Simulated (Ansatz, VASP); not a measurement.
**AlP: VASP beside Ansatz**

INCAR

```
SYSTEM = AlP
ALGO = Normal
EDIFF = 1E-6
ENCUT = 500
GGA = CA
GGA_COMPAT = .FALSE.
ISIF = 2
ISMEAR = 0
LASPH = .TRUE.
LCHARG = .FALSE.
LREAL = .FALSE.
LWAVE = .FALSE.
NBANDS = 11
NELM = 120
PREC = Accurate
SIGMA = 0.01
```

Contents of KPOINTS:

```
k-points
0
G
  8 8 8
  0 0 0
```

File POSCAR:

```
AlP
1.0
    0.0000000000      2.7169259382      2.7033413086
    2.7169259382      0.0000000000      2.7033413086
    2.7169259382      2.7169259382      0.0000000000
Al P
1 1
Direct
    0.0000000000      0.0000000000      0.0000000000
    0.7500000000      0.7500000000      0.7500000000
```

Input for Ansatz:

```yaml
crystal:
  lattice:
    - [0.0, 2.71692593824, 2.70334130855]
    - [2.71692593824, 0.0, 2.70334130855]
    - [2.71692593824, 2.71692593824, 0.0]
  atoms:
    - { symbol: Al, position: [0.0, 0.0, 0.0] }
    - { symbol: P, position: [0.75, 0.75, 0.75] }
kpoints:
  mp_grid: { grid: [8, 8, 8] }
scf:
  occupations: { method: fixed }
  convergence: { dr2_threshold: 1.0e-10 }
hamiltonian:
  xc: lda
  pseudopotentials: { kind: all_electron, lapw: { basis_error: 0.0005 } }
output:
  forces: true
  stress: true
  eigenstates:
    kpoints:
      - [0.0, 0.0, 0.0]
      - [0.0, -0.5, -0.5]
      - [-0.5, 0.0, -0.5]
      - [-0.5, -0.5, 0.0]
      - [0.0, 0.5, 0.0]
      - [0.5, 0.0, 0.0]
      - [0.0, 0.0, 0.5]
      - [0.5, 0.5, 0.5]
  eigenvalues: true
```

Change from the starting cell: z stretched by -0.5 %, x and y held.

Alike in both runs: task single point; functional LDA; k mesh 8 × 8 × 8; no spin polarisation.

|  | VASP | Ansatz |
| --- | --- | --- |
| version | VASP 6.6.1 | Ansatz 0.2.0 |
| potentials or method | VASP PAW LDA potentials, release 64 (Al, P), cutoff 500 eV | all-electron LAPW, scalar-relativistic |
| occupations | gaussian, width 0.01 eV | fixed |

Ansatz gave:

```
gap on the k mesh at the Fermi level (eV)                     : 1.38
pressure (GPa)                                                : 0.4
traceless stress, the component that is largest in VASP (GPa) : 0.21
```

Question: Which values does VASP return?

Answer: gap on the k mesh at the Fermi level (eV): 1.37; pressure (GPa): 0.5; traceless stress, the component that is largest in VASP (GPa): 0.21.

LDA's correlation is that of Perdew and Zunger in VASP and of Perdew and Wang (1992) in Ansatz. Ansatz ran all-electron here, and VASP with PAW potentials.
